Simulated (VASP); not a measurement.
# Ni (Fd-3m) in VASP: further runs

The runs below take Ni through single point, with r2SCAN.

Everything below comes from runs of VASP 6.6.1. Logs are shortened: lines on timing, memory, paths and dates and some standing lists are left out, and cuts for length are marked.

### 1 The cell of the first run

Symmetry: Fd-3m, No. 227, cubic system. The conventional cell has a = 5.026 Å, b = 5.026 Å, c = 5.026 Å, α = 90.00°, β = 90.00°, γ = 90.00°. Within 2.9 Å of Ni (site symmetry -43m) lie 4 Ni at 2.18 Å.

### 2 Single point, r2SCAN, collinear spin, ferromagnetic start

The input, POSCAR:

```
Ni
1.0
    0.0000000000      2.5131022781      2.5131022781
    2.5131022781      0.0000000000      2.5131022781
    2.5131022781      2.5131022781      0.0000000000
Ni
2
Direct
    0.1250000000      0.1250000000      0.1250000000
    0.8750000000      0.8750000000      0.8750000000
```

The input, INCAR.step1:

```
  ALGO = Normal
  EDIFF = 1E-4
  ENCUT = 520
  GGA = PE
  ISMEAR = -1
  ISPIN = 2
  LASPH = True
  LCHARG = False
  LMAXMIX = 4
  LREAL = False
  LWAVE = True
  MAGMOM = 0.93 0.93
  NBANDS = 21
  NELM = 150
  PREC = Accurate
  SIGMA = 0.1
```

The input, INCAR.step2:

```
  ALGO = Normal
  EDIFF = 1E-6
  ENCUT = 520
  ISIF = 2
  ISMEAR = -1
  ISPIN = 2
  ISTART = 1
  LASPH = True
  LCHARG = False
  LMAXMIX = 4
  LMIXTAU = True
  LORBIT = 11
  LREAL = False
  LWAVE = False
  MAGMOM = 0.93 0.93
  METAGGA = R2SCAN
  NBANDS = 21
  NELM = 150
  PREC = Accurate
  SIGMA = 0.1
```

The input, KPOINTS:

```
k-points
0
Gamma
  6 6 6
```

Potentials or basis: VASP PAW PBE potentials, release 64 (Ni).

Run with:

```sh
cat potpaw_PBE.64/Ni/POTCAR > POTCAR
cp INCAR.step1 INCAR
mpirun -np 1 vasp_std > vasp.out
cp INCAR.step2 INCAR
mpirun -np 1 vasp_std > vasp.out
```

OUTCAR:

```text
EDIFF = 1E-6
   ENCUT = 520
   ISIF = 2
   ISMEAR = -1
   ISPIN = 2
   ISTART = 1
   LASPH = True
   LORBIT = 11
   LREAL = False
   METAGGA = R2SCAN
   NELM = 150
   PREC = Accurate

 ion  position               nearest neighbor table
   1  0.125  0.125  0.125-   2 2.18   2 2.18   2 2.18   2 2.18
   2  0.875  0.875  0.875-   1 2.18   1 2.18   1 2.18   1 2.18

  LATTYP: Found a face centered cubic cell.
 ALAT       =     5.0262045562

  Lattice vectors:

 A1 = (   0.0000000000,   2.5131022781,   2.5131022781)
 A2 = (   2.5131022781,   0.0000000000,   2.5131022781)
 A3 = (   2.5131022781,   2.5131022781,   0.0000000000)

Analysis of symmetry for initial positions (statically):
=====================================================================
 Subroutine PRICEL returns:
 Original cell was already a primitive cell.

 Routine SETGRP: Setting up the symmetry group for a
 face centered cubic supercell.

 Subroutine GETGRP returns: Found 48 space group operations
 (whereof 12 operations were pure point group operations)
 out of a pool of 48 trial point group operations.

The static configuration has the point symmetry D_3d.
 The point group associated with its full space group is O_h .

Analysis of symmetry for dynamics (positions and initial velocities):
=====================================================================
 Subroutine PRICEL returns:
 Original cell was already a primitive cell.

 Routine SETGRP: Setting up the symmetry group for a
 face centered cubic supercell.

 Subroutine GETGRP returns: Found 48 space group operations
 (whereof 12 operations were pure point group operations)
 out of a pool of 48 trial point group operations.

The dynamic configuration has the point symmetry D_3d.
 The point group associated with its full space group is O_h .

Analysis of structural, dynamic, and magnetic symmetry:
=====================================================================
 Subroutine PRICEL returns:
 Original cell was already a primitive cell.

 Routine SETGRP: Setting up the symmetry group for a
 face centered cubic supercell.

 Subroutine GETGRP returns: Found 48 space group operations
 (whereof 12 operations were pure point group operations)
 out of a pool of 48 trial point group operations.

The overall configuration has the point symmetry D_3d.
 The point group associated with its full space group is O_h .

 Subroutine INISYM returns: Found 48 space group operations
 (whereof 12 operations are pure point group operations),
 and found     1 'primitive' translations

----------------------------------------------------------------------------------------

                                     Primitive cell

  volume of cell :      31.7439

  direct lattice vectors                    reciprocal lattice vectors
     0.000000000  2.513102278  2.513102278    -0.198957283  0.198957283  0.198957283
     2.513102278  0.000000000  2.513102278     0.198957283 -0.198957283  0.198957283
     2.513102278  2.513102278  0.000000000     0.198957283  0.198957283 -0.198957283

  length of vectors
     3.554063325  3.554063325  3.554063325     0.344604122  0.344604122  0.344604122

  position of ions in fractional coordinates (direct lattice)
     0.125000000  0.125000000  0.125000000
     0.875000000  0.875000000  0.875000000

  ion indices of the primitive-cell ions
   primitive index   ion index
                 1           1
                 2           2

----------------------------------------------------------------------------------------

 KPOINTS: k-points

Automatic generation of k-mesh.
 Grid dimensions read from file:
 generate k-points for:    6    6    6

 Generating k-lattice:

  Cartesian coordinates                     Fractional coordinates (reciprocal lattice)
    -0.033159547  0.033159547  0.033159547     0.166666667  0.000000000  0.000000000
     0.033159547 -0.033159547  0.033159547     0.000000000  0.166666667  0.000000000
     0.033159547  0.033159547 -0.033159547     0.000000000  0.000000000  0.166666667

  Length of vectors
     0.057434020  0.057434020  0.057434020

  Shift w.r.t. Gamma in fractional coordinates (k-lattice)
     0.000000000  0.000000000  0.000000000

 Subroutine IBZKPT returns following result:
 ===========================================

 Found     16 irreducible k-points:

 Following reciprocal coordinates:
            Coordinates               Weight
  0.000000  0.000000  0.000000      1.000000
  0.166667  0.000000  0.000000      8.000000
  0.333333  0.000000  0.000000      8.000000
  0.500000  0.000000  0.000000      4.000000
  0.166667  0.166667  0.000000      6.000000
  0.333333  0.166667  0.000000     24.000000
[... 8 lines left out ...]
 -0.333333  0.333333  0.166667     24.000000
 -0.333333  0.500000  0.166667     12.000000
   k-points           NKPTS =     16   k-points in BZ     NKDIM =     16   number of bands    NBANDS=     21
   number of dos      NEDOS =    301   number of ions     NIONS =      2
   total plane-waves  NPLWV =  21952
   dimension x,y,z NGX =    28 NGY =   28 NGZ =   28
   dimension x,y,z NGXF=    56 NGYF=   56 NGZF=   56
   ions per type =               2
   NGX,Y,Z   is equivalent  to a cutoff of  13.10, 13.10, 13.10 a.u.
   NGXF,Y,Z  is equivalent  to a cutoff of  26.19, 26.19, 26.19 a.u.
 SYSTEM =  unknown system
   PREC   = accura    normal or accurate (medium, high low for compatibility)
   ISTART =      1    job   : 0-new  1-cont  2-samecut
   ICHARG =      0    charge: 1-file 2-atom 10-const
   ISPIN  =      2    spin polarized calculation?
   LNONCOLLINEAR =      F non collinear calculations
   LSORBIT =      F    spin-orbit coupling
   LASPH  =      T    aspherical Exc in radial PAW
   ENCUT  =  520.0 eV  38.22 Ry    6.18 a.u.   6.61  6.61  6.61*2*pi/ulx,y,z
   NELM   =    150;   NELMIN=  2; NELMDL=  0     # of ELM steps
   EDIFF  = 0.1E-05   stopping-criterion for ELM
   LREAL  =      F    real-space projection
   EDIFFG = 0.1E-04   stopping-criterion for IOM
   NSW    =      0    number of steps for IOM
   IBRION =     -1    ionic relax: 0-MD 1-quasi-New 2-CG
   NFREE  =      0    steps in history (QN), initial steepest desc. (CG)
   ISIF   =      2    stress and relaxation
   ISYM   =      2    0-nonsym 1-usesym 2-fastsym
   POTIM  = 0.5000    time-step for ionic-motion
   TEBEG  =    0.0;   TEEND  =   0.0 temperature during run
   PSTRESS=    0.0 pullay stress
   NELECT =      20.0000    total number of electrons
   NUPDOWN=      -1.0000    fix difference up-down
   EMIN   =  10.00;   EMAX   =-10.00  energy-range for DOS
   EFERMI =   0.00;   METHOD = LEGACY
   ISMEAR =    -1;   SIGMA  =   0.10  broadening in eV -4-tet -1-fermi 0-gaus
   EFERMI_NEDOS =   21; number of points for ismear=-14 and -15
   IALGO  =     38    algorithm
   IMIX   =      4    mixing-type and parameters
     AMIX     =   0.40;   BMIX     =  1.00
     AMIX_MAG =   1.60;   BMIX_MAG =  1.00
  volume/ion in A,a.u.               =      15.87       107.11
  Fermi-wavevector in a.u.,A,eV,Ry     =   1.403453  2.652142 26.799143  1.969681
  Thomas-Fermi vector in A             =   2.526114
   LORBIT       =     11    0 simple, 1 ext, 2 COOP (PROOUT), +10 PAW based schemes
   METAGGA = R2SCAN    functional components
   LHFCALC =     F    Hartree Fock is set to
   AEXX    =    0.0000 exact exchange contribution
   IVDW    =     0    specifies the selected vdW correction
   LEPSILON=     F    determine dielectric tensor
   LRPA    =     F    only Hartree local field effects (RPA)
 spin polarized calculation
  energy-cutoff  :      520.00
  volume of cell :       31.74
 maximum number of plane-waves:       869
 NGX is ok and might be reduce to    28
   NGX = 13   NGY = 13   NGZ = 13

 number of electron      19.9999983 magnetization       1.6389394

 Free energy of the ion-electron system (eV)
  ---------------------------------------------------
  ext. energy  EPLUGINS =         0.00000000
  ---------------------------------------------------
  free energy    TOTEN  =       -21.42955310 eV

  energy without entropy =      -21.33838665  energy(sigma->0) =      -21.38396988

 E-fermi :   5.1298     XC(G=0): -11.5762

 val. band max:        5.0804452003   @ k =   0.5000   0.3333   0.1667
 cond. band min:       5.1654011023   @ k =   0.0000   0.0000   0.0000
 fundamental gap:      0.0849559020
 Fermi energy:         5.1297799012

 spin component 1

 k-point     1 :       0.0000    0.0000    0.0000
  band No.  band energies     occupation
      1      -1.9215      1.00000
      2       1.4021      1.00000
      3       1.4022      1.00000
      4       1.4022      1.00000
      5       1.4143      1.00000
      6       1.4143      1.00000
[... 13 lines left out ...]
     20      23.0470      0.00000
     21      23.0471      0.00000

 k-point     2 :       0.1667    0.0000    0.0000
  band No.  band energies     occupation
      1      -1.4022      1.00000
      2       1.2249      1.00000
      3       1.2249      1.00000
      4       1.4314      1.00000
      5       1.6758      1.00000
      6       1.6758      1.00000
[... 13 lines left out ...]
     20      21.6353      0.00000
     21      23.1231      0.00000

 k-point     3 :       0.3333    0.0000    0.0000
  band No.  band energies     occupation
      1      -0.0520      1.00000
      2       1.2494      1.00000
      3       1.2494      1.00000
      4       1.5341      1.00000
      5       1.7137      1.00000
      6       1.7138      1.00000
[... 13 lines left out ...]
     20      24.0958      0.00000
     21      26.0875      0.00000
[... 265 lines left out ...]
 k-point    15 :      -0.3333    0.3333    0.1667
  band No.  band energies     occupation
      1       0.9108      1.00000
      2       1.0051      1.00000
      3       1.6111      1.00000
      4       1.6142      1.00000
      5       1.9140      1.00000
      6       2.1867      1.00000
[... 13 lines left out ...]
     20      26.5916      0.00000
     21      29.3438      0.00000

 k-point    16 :      -0.3333    0.5000    0.1667
  band No.  band energies     occupation
      1       0.9201      1.00000
      2       0.9201      1.00000
      3       1.6385      1.00000
      4       1.6385      1.00000
      5       2.2373      1.00000
      6       2.2374      1.00000
[... 13 lines left out ...]
     20      30.6550      0.00000
     21      31.1137      0.00000
 Fermi energy:         5.1297799012

 spin component 2

 k-point     1 :       0.0000    0.0000    0.0000
  band No.  band energies     occupation
      1      -2.0676      1.00000
      2       2.3272      1.00000
      3       2.3272      1.00000
      4       2.4834      1.00000
      5       2.4835      1.00000
      6       2.4835      1.00000
[... 13 lines left out ...]
     20      23.1239      0.00000
     21      23.1239      0.00000

 k-point     2 :       0.1667    0.0000    0.0000
  band No.  band energies     occupation
      1      -1.5425      1.00000
      2       2.2097      1.00000
      3       2.2098      1.00000
      4       2.5146      1.00000
      5       2.7032      1.00000
      6       2.7033      1.00000
[... 13 lines left out ...]
     20      21.7362      0.00000
     21      23.3073      0.00000

 k-point     3 :       0.3333    0.0000    0.0000
  band No.  band energies     occupation
      1      -0.1119      1.00000
      2       2.2593      1.00000
      3       2.2593      1.00000
      4       2.6380      1.00000
      5       2.7531      1.00000
      6       2.7531      1.00000
[... 13 lines left out ...]
     20      24.2250      0.00000
     21      26.3251      0.00000
[... 265 lines left out ...]
 k-point    15 :      -0.3333    0.3333    0.1667
  band No.  band energies     occupation
      1       1.8778      1.00000
      2       1.8959      1.00000
      3       2.2652      1.00000
      4       2.6567      1.00000
      5       2.9402      1.00000
      6       3.0669      1.00000
[... 13 lines left out ...]
     20      26.8494      0.00000
     21      29.5091      0.00000

 k-point    16 :      -0.3333    0.5000    0.1667
  band No.  band energies     occupation
      1       1.8806      1.00000
      2       1.8806      1.00000
      3       2.6032      1.00000
      4       2.6032      1.00000
      5       3.0674      1.00000
      6       3.0674      1.00000
[... 13 lines left out ...]
     20      30.8347      0.00000
     21      31.2667      0.00000

------------------------ aborting loop because EDIFF is reached ----------------------------------------

  FORCE on cell =-STRESS in cart. coord.  units (eV):
  Direction    XX          YY          ZZ          XY          YZ          ZX
  --------------------------------------------------------------------------------------
  -------------------------------------------------------------------------------------
  Total        0.0561230      0.0561230      0.0561230     -0.0000000     -0.0000000      0.0000000
  in kB        2.8326388      2.8326388      2.8326388     -0.0000000     -0.0000000      0.0000000
  external PRESSURE =       2.8326388 kB  Pullay stress =       0.0000000 kB

 VOLUME and BASIS-vectors are now :
 -----------------------------------------------------------------------------
  energy-cutoff  :      520.00
  volume of cell :       31.74
      direct lattice vectors                 reciprocal lattice vectors
     0.000000000  2.513102278  2.513102278    -0.198957283  0.198957283  0.198957283
     2.513102278  0.000000000  2.513102278     0.198957283 -0.198957283  0.198957283
     2.513102278  2.513102278  0.000000000     0.198957283  0.198957283 -0.198957283

 POSITION                                       TOTAL-FORCE (eV/Angst)
 -----------------------------------------------------------------------------------
      0.62828      0.62828      0.62828         0.000000      0.000000      0.000000
      4.39793      4.39793      4.39793        -0.000000     -0.000000     -0.000000
 -----------------------------------------------------------------------------------
    total drift:                                0.000000      0.000000     -0.000000

  FREE ENERGIE OF THE ION-ELECTRON SYSTEM (eV)
  ---------------------------------------------------
  free  energy   TOTEN  =       -21.4295531033 eV

  energy  without entropy=      -21.3383866496  energy(sigma->0) =      -21.38396988

 total charge

# of ion       s       p       d       tot
------------------------------------------
    1        0.573   0.378   8.361   9.313
    2        0.573   0.378   8.361   9.313
--------------------------------------------------
tot          1.147   0.757  16.722  18.625

 magnetization (x)

# of ion       s       p       d       tot
------------------------------------------
    1       -0.025  -0.034   0.886   0.827
    2       -0.025  -0.034   0.886   0.827
--------------------------------------------------
tot         -0.049  -0.068   1.772   1.655
```

It took 44 s on 1 thread of Intel Xeon 6975P-C (Granite Rapids), shared host; peak memory 0.18 GiB.

Results:

```yaml
Free_energy: -21.4296 eV
Pressure: 0.3 GPa
Net_moment: 1.64 μB per cell
Site_moments: Ni +0.83 μB
Valence_electrons_inside_the_program's_atomic_spheres: Ni 9.31
```

Caveat: the k points lie up to 0.36 Å⁻¹ apart; the PAW data sets were made with another functional, which shifts forces and pressure a little.

(Continued in part 2 of 2.)
